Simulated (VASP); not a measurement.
# Hf2TiN3 (P-3m1) in VASP: further runs

Hf2TiN3 is run at these levels: PBE; tasks: single point, relaxation of cell and atoms, relaxation of shape and atoms at fixed volume.

Everything below comes from runs of VASP 6.6.1. Logs are shortened: lines on timing, memory, paths and dates and some standing lists are left out, and cuts for length are marked.

## Step 1: The cell of the first run

The structure is trigonal, space group P-3m1 (No. 164). Conventional cell: a = 3.064 Å, b = 3.064 Å, c = 7.446 Å, α = 90.00°, β = 90.00°, γ = 120.00°. Hf (site symmetry 3m) has 6 N at 2.18 to 2.20 Å within 2.9 Å. Ti (site symmetry -3m) has 6 N at 2.11 Å within 2.8 Å. N (site symmetry 3m) has 3 Ti at 2.11 Å and 3 Hf at 2.18 Å within 2.8 Å. Within 2.9 Å of N (site symmetry -3m) lie 6 Hf at 2.20 Å.

## Step 2: Single point, PBE (volume scaled by 0.91, then relaxed in part)

INCAR reads:

```
SYSTEM = Hf2TiN3
PREC = Accurate
ENCUT = 520
EDIFF = 1E-6
ISMEAR = 0
SIGMA = 0.1
LREAL = .False.
LASPH = .True.
NELM = 60
ALGO = Normal
ISIF = 2
LWAVE = .False.
LCHARG = .True.
GGA = PE
LELF = .True.
LVHAR = .True.
NBANDS = 32
```

KPOINTS reads:

```
Automatic mesh
0
Gamma
  12 12 6
  0 0 0
```

POSCAR reads:

```
Hf2TiN3
1.0
    3.0640801703      0.0000000000      0.0000000000
   -1.5320400852      2.6535712667      0.0000000000
    0.0000000000      0.0000000000      7.4458615937
Hf Ti N
2 1 3
Direct
    0.3333333333      0.6666666667      0.6754416866
    0.6666666667      0.3333333333      0.3245583134
    0.0000000000      0.0000000000      0.0000000000
    0.6666666667      0.3333333333      0.8454603743
    0.0000000000      0.0000000000      0.5000000000
    0.3333333333      0.6666666667      0.1545396257
```

Potentials or basis: VASP PAW PBE potentials, release 64 (Hf_pv, Ti_sv, N).

Run with:

```
$ cat potpaw_PBE.64/Hf_pv/POTCAR potpaw_PBE.64/Ti_sv/POTCAR potpaw_PBE.64/N/POTCAR > POTCAR
$ mpirun -np 1 vasp_std > vasp.out
```

OUTCAR:

```text
SYSTEM = Hf2TiN3
   PREC = Accurate
   ENCUT = 520
   EDIFF = 1E-6
   ISMEAR = 0
   LREAL = .False.
   LASPH = .True.
   NELM = 60
   ISIF = 2
   GGA = PE

 ion  position               nearest neighbor table
   1  0.333  0.667  0.675-   4 2.18   4 2.18   4 2.18   5 2.20   5 2.20   5 2.20   3 2.99   3 2.99
                             3 2.99   2 3.16   2 3.16   2 3.16
   2  0.667  0.333  0.325-   6 2.18   6 2.18   6 2.18   5 2.20   5 2.20   5 2.20   3 2.99   3 2.99
                             3 2.99   1 3.16   1 3.16   1 3.16
   3  0.000  0.000  0.000-   4 2.11   6 2.11   4 2.11   6 2.11   4 2.11   6 2.11   1 2.99   2 2.99
                             1 2.99   2 2.99   2 2.99   1 2.99
   4  0.667  0.333  0.845-   3 2.11   3 2.11   3 2.11   1 2.18   1 2.18   1 2.18
   5  0.000  0.000  0.500-   1 2.20   2 2.20   2 2.20   1 2.20   2 2.20   1 2.20
   6  0.333  0.667  0.155-   3 2.11   3 2.11   3 2.11   2 2.18   2 2.18   2 2.18

  LATTYP: Found a hexagonal cell.
 ALAT       =     3.0640801703
 C/A-ratio  =     2.4300479034

  Lattice vectors:

 A1 = (   3.0640801703,   0.0000000000,   0.0000000000)
 A2 = (  -1.5320400852,   2.6535712667,   0.0000000000)
 A3 = (   0.0000000000,   0.0000000000,   7.4458615937)

Analysis of symmetry for initial positions (statically):
=====================================================================
 Subroutine PRICEL returns:
 Original cell was already a primitive cell.

 Routine SETGRP: Setting up the symmetry group for a
 hexagonal supercell.

 Subroutine GETGRP returns: Found 12 space group operations
 (whereof 12 operations were pure point group operations)
 out of a pool of 24 trial point group operations.

The static configuration has the point symmetry D_3d.

Analysis of symmetry for dynamics (positions and initial velocities):
=====================================================================
 Subroutine PRICEL returns:
 Original cell was already a primitive cell.

 Routine SETGRP: Setting up the symmetry group for a
 hexagonal supercell.

 Subroutine GETGRP returns: Found 12 space group operations
 (whereof 12 operations were pure point group operations)
 out of a pool of 24 trial point group operations.

The dynamic configuration has the point symmetry D_3d.

 Subroutine INISYM returns: Found 12 space group operations
 (whereof 12 operations are pure point group operations),
 and found     1 'primitive' translations

----------------------------------------------------------------------------------------

                                     Primitive cell

  volume of cell :      60.5405

  direct lattice vectors                    reciprocal lattice vectors
     3.064080170  0.000000000  0.000000000     0.326362218  0.188425314  0.000000000
    -1.532040085  2.653571267  0.000000000     0.000000000  0.376850629  0.000000000
     0.000000000  0.000000000  7.445861594     0.000000000  0.000000000  0.134302792

  length of vectors
     3.064080170  3.064080170  7.445861594     0.376850629  0.376850629  0.134302792

  position of ions in fractional coordinates (direct lattice)
     0.333333333  0.666666667  0.675441687
     0.666666667  0.333333333  0.324558313
     0.000000000  0.000000000  0.000000000
     0.666666667  0.333333333  0.845460374
     0.000000000  0.000000000  0.500000000
     0.333333333  0.666666667  0.154539626

  ion indices of the primitive-cell ions
   primitive index   ion index
                 1           1
                 2           2
                 3           3
                 4           4
                 5           5
                 6           6

----------------------------------------------------------------------------------------

 KPOINTS: Automatic mesh

Automatic generation of k-mesh.
 Grid dimensions read from file:
 generate k-points for:   12   12    6

 Generating k-lattice:

  Cartesian coordinates                     Fractional coordinates (reciprocal lattice)
     0.027196851  0.015702110  0.000000000     0.083333333  0.000000000  0.000000000
     0.000000000  0.031404219  0.000000000     0.000000000  0.083333333  0.000000000
     0.000000000  0.000000000  0.022383799     0.000000000  0.000000000  0.166666667

  Length of vectors
     0.031404219  0.031404219  0.022383799

  Shift w.r.t. Gamma in fractional coordinates (k-lattice)
     0.000000000  0.000000000  0.000000000

 Subroutine IBZKPT returns following result:
 ===========================================

 Found    100 irreducible k-points:

 Following reciprocal coordinates:
            Coordinates               Weight
  0.000000  0.000000  0.000000      1.000000
  0.083333  0.000000  0.000000      6.000000
  0.166667  0.000000  0.000000      6.000000
  0.250000  0.000000  0.000000      6.000000
  0.333333  0.000000  0.000000      6.000000
  0.416667  0.000000  0.000000      6.000000
[... 16 lines left out ...]
  0.166667  0.000000  0.166667      6.000000
  0.000000  0.166667  0.166667      6.000000
 [... further k-points ...]
   k-points           NKPTS =    100   k-points in BZ     NKDIM =    100   number of bands    NBANDS=     32
   number of dos      NEDOS =    301   number of ions     NIONS =      6
   total plane-waves  NPLWV =  32256
   dimension x,y,z NGX =    24 NGY =   24 NGZ =   56
   dimension x,y,z NGXF=    48 NGYF=   48 NGZF=  112
   ions per type =               2   1   3
   NGX,Y,Z   is equivalent  to a cutoff of  13.02, 13.02, 12.50 a.u.
   NGXF,Y,Z  is equivalent  to a cutoff of  26.04, 26.04, 25.01 a.u.
 SYSTEM =  Hf2TiN3
   PREC   = accura    normal or accurate (medium, high low for compatibility)
   ISTART =      0    job   : 0-new  1-cont  2-samecut
   ICHARG =      2    charge: 1-file 2-atom 10-const
   ISPIN  =      1    spin polarized calculation?
   LNONCOLLINEAR =      F non collinear calculations
   LSORBIT =      F    spin-orbit coupling
   LASPH  =      T    aspherical Exc in radial PAW
   ENCUT  =  520.0 eV  38.22 Ry    6.18 a.u.   5.70  5.70 13.84*2*pi/ulx,y,z
   NELM   =     60;   NELMIN=  2; NELMDL= -5     # of ELM steps
   EDIFF  = 0.1E-05   stopping-criterion for ELM
   LREAL  =      F    real-space projection
   EDIFFG = 0.1E-04   stopping-criterion for IOM
   NSW    =      0    number of steps for IOM
   IBRION =     -1    ionic relax: 0-MD 1-quasi-New 2-CG
   NFREE  =      0    steps in history (QN), initial steepest desc. (CG)
   ISIF   =      2    stress and relaxation
   ISYM   =      2    0-nonsym 1-usesym 2-fastsym
   POTIM  = 0.5000    time-step for ionic-motion
   TEBEG  =    0.0;   TEEND  =   0.0 temperature during run
   PSTRESS=    0.0 pullay stress
   NELECT =      47.0000    total number of electrons
   NUPDOWN=      -1.0000    fix difference up-down
   EMIN   =  10.00;   EMAX   =-10.00  energy-range for DOS
   EFERMI =   0.00;   METHOD = LEGACY
   ISMEAR =     0;   SIGMA  =   0.10  broadening in eV -4-tet -1-fermi 0-gaus
   EFERMI_NEDOS =   21; number of points for ismear=-14 and -15
   IALGO  =     38    algorithm
   IMIX   =      4    mixing-type and parameters
     AMIX     =   0.40;   BMIX     =  1.00
     AMIX_MAG =   1.60;   BMIX_MAG =  1.00
  volume/ion in A,a.u.               =      10.09        68.09
  Fermi-wavevector in a.u.,A,eV,Ry     =   1.504615  2.843311 30.801787  2.263868
  Thomas-Fermi vector in A             =   2.615572
   LORBIT       =      0    0 simple, 1 ext, 2 COOP (PROOUT), +10 PAW based schemes
   GGA     = PE    functional components
   LHFCALC =     F    Hartree Fock is set to
   AEXX    =    0.0000 exact exchange contribution
   IVDW    =     0    specifies the selected vdW correction
   LEPSILON=     F    determine dielectric tensor
   LRPA    =     F    only Hartree local field effects (RPA)
 non-spin polarized calculation
 Gauss-broadening in eV      SIGMA  =   0.10
  energy-cutoff  :      520.00
  volume of cell :       60.54
 maximum number of plane-waves:      1654
 NGX is ok and might be reduce to    24
   NGX = 11   NGY = 11   NGZ = 27

 number of electron      46.9999994 magnetization

 Free energy of the ion-electron system (eV)
  ---------------------------------------------------
  ext. energy  EPLUGINS =         0.00000000
  ---------------------------------------------------
  free energy    TOTEN  =       -62.60378187 eV

  energy without entropy =      -62.59374887  energy(sigma->0) =      -62.59876537

 E-fermi :  10.0116     XC(G=0): -13.2128

 val. band max:        9.9986997047   @ k =   0.5000   0.0000   0.1667
 cond. band min:      10.0237336315   @ k =   0.2500   0.2500   0.1667
 fundamental gap:      0.0250339269
 Fermi energy:        10.0115713491

 k-point     1 :       0.0000    0.0000    0.0000
  band No.  band energies     occupation
      1     -47.6619      2.00000
      2     -24.0939      2.00000
      3     -23.7825      2.00000
      4     -23.7825      2.00000
      5     -21.7399      2.00000
      6     -21.0741      2.00000
[... 24 lines left out ...]
     31      12.1028      0.00000
     32      12.7010      0.00000

 k-point     2 :       0.0833    0.0000    0.0000
  band No.  band energies     occupation
      1     -47.6584      2.00000
      2     -24.0861      2.00000
      3     -23.8133      2.00000
      4     -23.7888      2.00000
      5     -21.7139      2.00000
      6     -21.0782      2.00000
[... 24 lines left out ...]
     31      12.7057      0.00000
     32      13.0570      0.00000

 k-point     3 :       0.1667    0.0000    0.0000
  band No.  band energies     occupation
      1     -47.6489      2.00000
      2     -24.0649      2.00000
      3     -23.8962      2.00000
      4     -23.8059      2.00000
      5     -21.6448      2.00000
      6     -21.1436      2.00000
[... 24 lines left out ...]
     31      13.4151      0.00000
     32      13.6723      0.00000

 k-point     4 :       0.2500    0.0000    0.0000
  band No.  band energies     occupation
      1     -47.6358      2.00000
      2     -24.0374      2.00000
      3     -24.0052      2.00000
      4     -23.8292      2.00000
      5     -21.5750      2.00000
      6     -21.3715      2.00000
[... 24 lines left out ...]
     31      13.6970      0.00000
     32      14.0941      0.00000

 k-point     5 :       0.3333    0.0000    0.0000
  band No.  band energies     occupation
      1     -47.6228      2.00000
      2     -24.1157      2.00000
      3     -24.0056      2.00000
      4     -23.8524      2.00000
      5     -21.6991      2.00000
      6     -21.5528      2.00000
[... 584 lines left out ...]
     31      12.5912      0.00000
     32      12.8749      0.00000

 k-point    22 :       0.0000    0.0833    0.1667
  band No.  band energies     occupation
      1     -47.6584      2.00000
      2     -24.0877      2.00000
      3     -23.8133      2.00000
      4     -23.7888      2.00000
      5     -21.6998      2.00000
      6     -21.0920      2.00000
[... 24 lines left out ...]
     31      12.6976      0.00000
     32      13.2404      0.00000

 k-point    23 :       0.1667    0.0000    0.1667
  band No.  band energies     occupation
      1     -47.6489      2.00000
      2     -24.0657      2.00000
      3     -23.8958      2.00000
      4     -23.8059      2.00000
      5     -21.6373      2.00000
      6     -21.1597      2.00000
[... 24 lines left out ...]
     31      13.0681      0.00000
     32      13.4554      0.00000

 k-point    24 :       0.0000    0.1667    0.1667
  band No.  band energies     occupation
      1     -47.6489      2.00000
      2     -24.0660      2.00000
      3     -23.8962      2.00000
      4     -23.8059      2.00000
      5     -21.6342      2.00000
      6     -21.1461      2.00000
[... 24 lines left out ...]
     31      13.3487      0.00000
     32      13.7237      0.00000

 [... further k-points ...]
[... 5 lines left out ...]
  --------------------------------------------------------------------------------------
  -------------------------------------------------------------------------------------
  Total       10.6560734     10.6560734     10.5643370     -0.0000000      0.0000000      0.0000000
  in kB      282.0083365    282.0083365    279.5805718     -0.0000000      0.0000000      0.0000000
  external PRESSURE =     281.1990816 kB  Pullay stress =       0.0000000 kB

 VOLUME and BASIS-vectors are now :
 -----------------------------------------------------------------------------
  energy-cutoff  :      520.00
  volume of cell :       60.54
      direct lattice vectors                 reciprocal lattice vectors
     3.064080170  0.000000000  0.000000000     0.326362218  0.188425314  0.000000000
    -1.532040085  2.653571267  0.000000000     0.000000000  0.376850629  0.000000000
     0.000000000  0.000000000  7.445861594     0.000000000  0.000000000  0.134302792

 POSITION                                       TOTAL-FORCE (eV/Angst)
 -----------------------------------------------------------------------------------
     -0.00000      1.76905      5.02925         0.000000      0.000000     -0.000981
      1.53204      0.88452      2.41662         0.000000     -0.000000      0.000981
      0.00000      0.00000      0.00000        -0.000000      0.000000     -0.000000
      1.53204      0.88452      6.29518        -0.000000     -0.000000     -0.145595
      0.00000      0.00000      3.72293        -0.000000      0.000000     -0.000000
     -0.00000      1.76905      1.15068         0.000000      0.000000      0.145595
 -----------------------------------------------------------------------------------
    total drift:                                0.000000      0.000000     -0.000000

  FREE ENERGIE OF THE ION-ELECTRON SYSTEM (eV)
  ---------------------------------------------------
  free  energy   TOTEN  =       -62.6037818679 eV

  energy  without entropy=      -62.5937488723  energy(sigma->0) =      -62.59876537
```

It took 3.1 min on 1 thread of Intel Xeon Platinum 8488C (Sapphire Rapids), shared host; peak memory 0.3 GiB.

Results:

| Property | Result |
| --- | --- |
| Free energy | -62.6038 eV |
| Pressure | 28.1 GPa |
| Largest force | 0.146 eV/Å |

Forces in eV/Å, atoms in the order of the input:
```
Hf   0.000  0.000 -0.001
Hf   0.000  0.000  0.001
Ti   0.000  0.000  0.000
N    0.000  0.000 -0.146
N    0.000  0.000  0.000
N    0.000  0.000  0.146
```

Stress tensor (GPa, compression positive):
```
28.20  0.00  0.00
 0.00 28.20  0.00
 0.00  0.00 27.96
```

Caveat: spin-orbit coupling is left out, which moves the levels of the heavy elements.

[end of part 1 of 2]
